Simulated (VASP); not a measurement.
# NiO (Fm-3m) in VASP: further runs

NiO is run at these levels: r2SCAN+U; tasks: single point.

Program: VASP 6.6.1. These are calculated values, not measurements. Logs are shortened: lines on timing, memory, paths and dates and some standing lists are left out, and cuts for length are marked.

### 1 The cell of the first run

Symmetry: Fm-3m, No. 225, cubic system. Conventional cell: a = 4.196 Å, b = 4.196 Å, c = 4.196 Å, α = 90.00°, β = 90.00°, γ = 90.00°. Ni (site symmetry m-3m) has 6 O at 2.10 Å within 2.8 Å. O (site symmetry m-3m) has 6 Ni at 2.10 Å within 2.8 Å.

### 2 Single point, r2SCAN+U, collinear spin, ferromagnetic start

The input, POSCAR:

```
NiO
1.0
    0.0000000000      2.0979100000      2.0979100000
    2.0979100000      0.0000000000      2.0979100000
    2.0979100000      2.0979100000      0.0000000000
Ni O
1 1
Direct
    0.0000000000      0.0000000000      0.0000000000
    0.5000000000      0.5000000000      0.5000000000
```

The input, INCAR.step1:

```
PREC = Accurate ; ENCUT = 520
ISMEAR = -1 ; SIGMA = 0.1
LREAL = F ; LASPH = T
NELM = 150 ; ISPIN = 2
MAGMOM = 2 0 ; LMAXMIX = 4
LDAU = T ; LDAUTYPE = 2
LDAUL = 2 -1 ; LDAUU = 3.1 0
LDAUJ = 0 0 ; NBANDS = 19
GGA = PE ; ALGO = Normal
EDIFF = 1E-4 ; LWAVE = T
LCHARG = F
```

The input, INCAR.step2:

```
PREC = Accurate ; ENCUT = 520
EDIFF = 1E-7 ; ISMEAR = -1
SIGMA = 0.1 ; LREAL = F
LASPH = T ; NELM = 150
ALGO = Normal ; ISIF = 2
LWAVE = F ; LCHARG = F
ISPIN = 2 ; MAGMOM = 2 0
LORBIT = 11 ; LMAXMIX = 4
LDAU = T ; LDAUTYPE = 2
LDAUL = 2 -1 ; LDAUU = 3.1 0
LDAUJ = 0 0 ; LDAUPRINT = 1
METAGGA = R2SCAN ; LMIXTAU = T
NBANDS = 19 ; ISTART = 1
```

The input, KPOINTS:

```
regular mesh
0
Gamma
  9 9 9
```

Potentials or basis: VASP PAW PBE potentials, release 64 (Ni, O).

Started as:

```sh
> cat potpaw_PBE.64/Ni/POTCAR potpaw_PBE.64/O/POTCAR > POTCAR
> cp INCAR.step1 INCAR
> mpirun -np 1 vasp_std > vasp.out
> cp INCAR.step2 INCAR
> mpirun -np 1 vasp_std > vasp.out
```

OUTCAR:

```text
PREC = Accurate
   ENCUT = 520
   EDIFF = 1E-7
   ISMEAR = -1
   LREAL = F
   LASPH = T
   NELM = 150
   ISIF = 2
   ISPIN = 2
   LORBIT = 11
   METAGGA = R2SCAN
   ISTART = 1

 ion  position               nearest neighbor table
   1  0.000  0.000  0.000-   2 2.10   2 2.10   2 2.10   2 2.10   2 2.10   2 2.10
   2  0.500  0.500  0.500-   1 2.10   1 2.10   1 2.10   1 2.10   1 2.10   1 2.10

  LATTYP: Found a face centered cubic cell.
 ALAT       =     4.1958200000

  Lattice vectors:

 A1 = (   0.0000000000,   2.0979100000,   2.0979100000)
 A2 = (   2.0979100000,   0.0000000000,   2.0979100000)
 A3 = (   2.0979100000,   2.0979100000,   0.0000000000)

Analysis of symmetry for initial positions (statically):
=====================================================================
 Subroutine PRICEL returns:
 Original cell was already a primitive cell.

 Routine SETGRP: Setting up the symmetry group for a
 face centered cubic supercell.

 Subroutine GETGRP returns: Found 48 space group operations
 (whereof 48 operations were pure point group operations)
 out of a pool of 48 trial point group operations.

The static configuration has the point symmetry O_h .

Analysis of symmetry for dynamics (positions and initial velocities):
=====================================================================
 Subroutine PRICEL returns:
 Original cell was already a primitive cell.

 Routine SETGRP: Setting up the symmetry group for a
 face centered cubic supercell.

 Subroutine GETGRP returns: Found 48 space group operations
 (whereof 48 operations were pure point group operations)
 out of a pool of 48 trial point group operations.

The dynamic configuration has the point symmetry O_h .

Analysis of structural, dynamic, and magnetic symmetry:
=====================================================================
 Subroutine PRICEL returns:
[... 174 lines left out ...]
  o =  0.1424  v =  0.0000  0.0000  0.0000  0.0000  0.0000  0.0000 -0.0000 -0.9998 -0.0000 -0.0189      0.0000  0.0000  0.0000  0.0000  0.0000  0.0000  0.0000  0.0000  0.0000  0.0000
  o =  0.9750  v =  0.0000  0.0000  0.0000  0.0000  0.0000  0.0000 -0.9988 -0.0000  0.0480  0.0000      0.0000  0.0000  0.0000  0.0000  0.0000  0.0000  0.0000  0.0000  0.0000  0.0000
  o =  0.9750  v =  0.0000  0.0000  0.0000  0.0000  0.0000  0.0000  0.0480 -0.0000  0.9988 -0.0000      0.0000  0.0000  0.0000  0.0000  0.0000  0.0000  0.0000  0.0000  0.0000  0.0000
  o =  0.9750  v =  0.0000  0.0000  0.0000  0.0000  0.0000  1.0000  0.0000  0.0000  0.0000  0.0000      0.0000  0.0000  0.0000  0.0000  0.0000  0.0000  0.0000  0.0000  0.0000  0.0000
  o =  0.9768  v =  0.0000  0.9894 -0.0000 -0.1454  0.0000  0.0000  0.0000  0.0000  0.0000  0.0000      0.0000  0.0000  0.0000  0.0000  0.0000  0.0000  0.0000  0.0000  0.0000  0.0000
  o =  0.9768  v =  1.0000  0.0000  0.0000  0.0000  0.0000  0.0000  0.0000  0.0000  0.0000  0.0000      0.0000  0.0000  0.0000  0.0000  0.0000  0.0000  0.0000  0.0000  0.0000  0.0000
  o =  0.9768  v =  0.0000  0.1454  0.0000  0.9894  0.0000  0.0000  0.0000  0.0000  0.0000  0.0000      0.0000  0.0000  0.0000  0.0000  0.0000  0.0000  0.0000  0.0000  0.0000  0.0000
  o =  1.0232  v =  0.0000 -0.0000 -0.0054 -0.0000  1.0000  0.0000  0.0000  0.0000  0.0000  0.0000      0.0000  0.0000  0.0000  0.0000  0.0000  0.0000  0.0000  0.0000  0.0000  0.0000
  o =  1.0232  v =  0.0000  0.0000  1.0000 -0.0000  0.0054  0.0000  0.0000  0.0000  0.0000  0.0000      0.0000  0.0000  0.0000  0.0000  0.0000  0.0000  0.0000  0.0000  0.0000  0.0000

 number of electron      16.0000010 magnetization       1.9999999

 Free energy of the ion-electron system (eV)
  ---------------------------------------------------
  ext. energy  EPLUGINS =         0.00000000
  ---------------------------------------------------
  free energy    TOTEN  =       -19.48572968 eV

  energy without entropy =      -19.48572932  energy(sigma->0) =      -19.48572950

 E-fermi :   7.9660     XC(G=0): -13.3107

 val. band max:        6.6454495704   @ k =   0.4444   0.0000   0.0000
 cond. band min:       9.1220193246   @ k =   0.0000   0.0000   0.0000
 fundamental gap:      2.4765697542
 Fermi energy:         7.9660285658

 spin component 1

 k-point     1 :       0.0000    0.0000    0.0000
  band No.  band energies     occupation
      1     -13.4693      1.00000
      2       1.5292      1.00000
      3       1.5293      1.00000
      4       2.6542      1.00000
      5       2.6544      1.00000
      6       2.6544      1.00000
[... 1049 lines left out ...]
     18      41.0364      0.00000
     19      43.7045      0.00000

 [... further k-points ...]

------------------------ aborting loop because EDIFF is reached ----------------------------------------

  FORCE on cell =-STRESS in cart. coord.  units (eV):
  Direction    XX          YY          ZZ          XY          YZ          ZX
  --------------------------------------------------------------------------------------
  -------------------------------------------------------------------------------------
  Total       -0.3008733     -0.3008733     -0.3008733      0.0000000      0.0000000      0.0000000
  in kB      -26.1038003    -26.1038003    -26.1038003      0.0000000      0.0000000      0.0000000
  external PRESSURE =     -26.1038003 kB  Pullay stress =       0.0000000 kB

 VOLUME and BASIS-vectors are now :
 -----------------------------------------------------------------------------
  energy-cutoff  :      520.00
  volume of cell :       18.47
      direct lattice vectors                 reciprocal lattice vectors
     0.000000000  2.097910000  2.097910000    -0.238332436  0.238332436  0.238332436
     2.097910000  0.000000000  2.097910000     0.238332436 -0.238332436  0.238332436
     2.097910000  2.097910000  0.000000000     0.238332436  0.238332436 -0.238332436

 POSITION                                       TOTAL-FORCE (eV/Angst)
 -----------------------------------------------------------------------------------
      0.00000      0.00000      0.00000         0.000000      0.000000      0.000000
      2.09791      2.09791      2.09791        -0.000000     -0.000000     -0.000000
 -----------------------------------------------------------------------------------
    total drift:                                0.000000     -0.000000     -0.000000

  FREE ENERGIE OF THE ION-ELECTRON SYSTEM (eV)
  ---------------------------------------------------
  free  energy   TOTEN  =       -19.4857296753 eV

  energy  without entropy=      -19.4857293241  energy(sigma->0) =      -19.48572950

 total charge

# of ion       s       p       d       tot
------------------------------------------
    1        0.336   0.416   8.163   8.914
    2        1.553   3.506   0.000   5.059
--------------------------------------------------
tot          1.889   3.922   8.163  13.973

 magnetization (x)

# of ion       s       p       d       tot
------------------------------------------
    1        0.013   0.012   1.767   1.792
    2        0.022   0.175   0.000   0.197
--------------------------------------------------
tot          0.034   0.188   1.767   1.989
```

It took 81 s on 1 thread of Intel Xeon 8259CL, shared host; peak memory 0.17 GiB.

Results:

```
Free energy                                           : -19.4857 eV
Pressure                                              : -2.6 GPa
Band gap on the k mesh                                : 2.48 eV (least direct gap 3.21 eV)
Net moment                                            : 2.00 μB per cell
Site moments                                          : Ni +1.79; O +0.20 μB
Valence electrons inside the program's atomic spheres : Ni 8.91; O 5.06
```

Levels at points of the mesh, in eV from the valence-band top:
Spin up:
| k point | band 5 | band 6 | band 7 | band 8 | band 9 | band 10 | band 11 | band 12 | band 13 | band 14 |
| --- | --- | --- | --- | --- | --- | --- | --- | --- | --- | --- |
| (0.00, 0.00, 0.00) | -3.99 | -3.99 | -1.85 | -1.85 | -1.85 | 2.85 | 19.30 | 19.30 | 19.30 | 19.45 |
Spin down:
| k point | band 5 | band 6 | band 7 | band 8 | band 9 | band 10 |
| --- | --- | --- | --- | --- | --- | --- |
| (0.00, 0.00, 0.00) | -1.35 | -1.35 | -1.35 | 2.48 | 2.48 | 3.36 |

Eigenvalues of the final occupation matrices:
```tsv
site	spin	trace	eigenvalues
site 1 d	1	4.98	0.98 0.98 0.98 1.02 1.02
site 1 d	2	3.21	0.14 0.14 0.97 0.97 0.97
```

Caveat: the PAW data sets were made with another functional, which shifts forces and pressure a little; an odd mesh through Γ misses points on the zone boundary, where band edges can lie; a cell with one magnetic atom can't hold antiferromagnetic order, which such compounds often take.

### 3 Single point, r2SCAN+U, collinear spin, ferromagnetic start

POSCAR is that of step 2.

The input, INCAR.step1:

```
SYSTEM = NiO
PREC     = Accurate       ! precision mode
ENCUT    = 520            ! plane-wave cutoff, eV
ISMEAR   = -1             ! smearing method
SIGMA    = 0.1            ! smearing width, eV
LREAL    = .False.        ! projectors in reciprocal space
LASPH    = .True.         ! aspherical terms in the spheres
NELM     = 150            ! most SCF steps
ISPIN    = 2              ! spin polarisation
MAGMOM   = 2 0            ! initial moments
LMAXMIX  = 4              ! l up to which the mixer works
LDAU     = .True.         ! DFT+U
LDAUTYPE = 2            
LDAUL    = 2 -1           ! shell
LDAUU    = 3.1 0          ! U, eV
LDAUJ    = 0 0          
NBANDS   = 19             ! bands
GGA      = PE             ! functional
ALGO     = Normal         ! electronic algorithm
EDIFF    = 1E-4           ! SCF threshold, eV
LWAVE    = .True.         ! write WAVECAR
LCHARG   = .False.        ! write CHGCAR
```

The input, INCAR.step2:

```
SYSTEM = NiO
PREC     = Accurate       ! precision mode
ENCUT    = 520            ! plane-wave cutoff, eV
EDIFF    = 1E-6           ! SCF threshold, eV
ISMEAR   = -1             ! smearing method
SIGMA    = 0.1            ! smearing width, eV
LREAL    = .False.        ! projectors in reciprocal space
LASPH    = .True.         ! aspherical terms in the spheres
NELM     = 150            ! most SCF steps
ALGO     = Normal         ! electronic algorithm
ISIF     = 2              ! what is computed and relaxed
LWAVE    = .False.        ! write WAVECAR
LCHARG   = .True.         ! write CHGCAR
ISPIN    = 2              ! spin polarisation
MAGMOM   = 2 0            ! initial moments
LORBIT   = 11             ! projections on sites
LMAXMIX  = 4              ! l up to which the mixer works
LDAU     = .True.         ! DFT+U
LDAUTYPE = 2            
LDAUL    = 2 -1           ! shell
LDAUU    = 3.1 0          ! U, eV
LDAUJ    = 0 0          
LDAUPRINT= 1            
METAGGA  = R2SCAN         ! meta-GGA
LMIXTAU  = .True.       
LELF     = .True.         ! ELF
LVHAR    = .True.       
NBANDS   = 19             ! bands
ISTART   = 1
```

The input, KPOINTS:

```
Automatic mesh
0
Gamma
  9 9 9
  0 0 0
```

Potentials or basis: VASP PAW PBE potentials, release 64 (Ni, O).

Started as:

```sh
> cat potpaw_PBE.64/Ni/POTCAR potpaw_PBE.64/O/POTCAR > POTCAR
> cp INCAR.step1 INCAR
> mpirun -np 1 vasp_std > vasp.out
> cp INCAR.step2 INCAR
> mpirun -np 1 vasp_std > vasp.out
```

Run time: 75 s. Hardware: 1 thread of Intel Xeon 8259CL, shared host; peak memory 0.17 GiB.

Results (log left out):

| Property | Result |
| --- | --- |
| Free energy | -19.4857 eV |
| Pressure | -2.6 GPa |
| Band gap on the k mesh | 2.48 eV (least direct gap 3.21 eV) |
| Net moment | 2.00 μB per cell |
| Site moments | Ni +1.79; O +0.20 μB |
| Valence electrons inside the program's atomic spheres | Ni 8.91; O 5.06 |

Levels at points of the mesh, in eV from the valence-band top:
Spin up:
```
           k point  band 7  band 8  band 9  band 10  band 11  band 12
(0.00, 0.00, 0.00)   -1.85   -1.85   -1.85     2.85    19.30    19.30
```
Spin down:
```tsv
k point	band 5	band 6	band 7	band 8	band 9	band 10
(0.00, 0.00, 0.00)	-1.35	-1.35	-1.35	2.48	2.48	3.36
```

Eigenvalues of the final occupation matrices:
| site | spin | trace | eigenvalues |
| --- | --- | --- | --- |
| site 1 d | 1 | 4.98 | 0.98 0.98 0.98 1.02 1.02 |
| site 1 d | 2 | 3.21 | 0.14 0.14 0.97 0.97 0.97 |

Caveat: the PAW data sets were made with another functional, which shifts forces and pressure a little; an odd mesh through Γ misses points on the zone boundary, where band edges can lie; a cell with one magnetic atom can't hold antiferromagnetic order, which such compounds often take. The state reached can hang on the start; a lower one may exist.
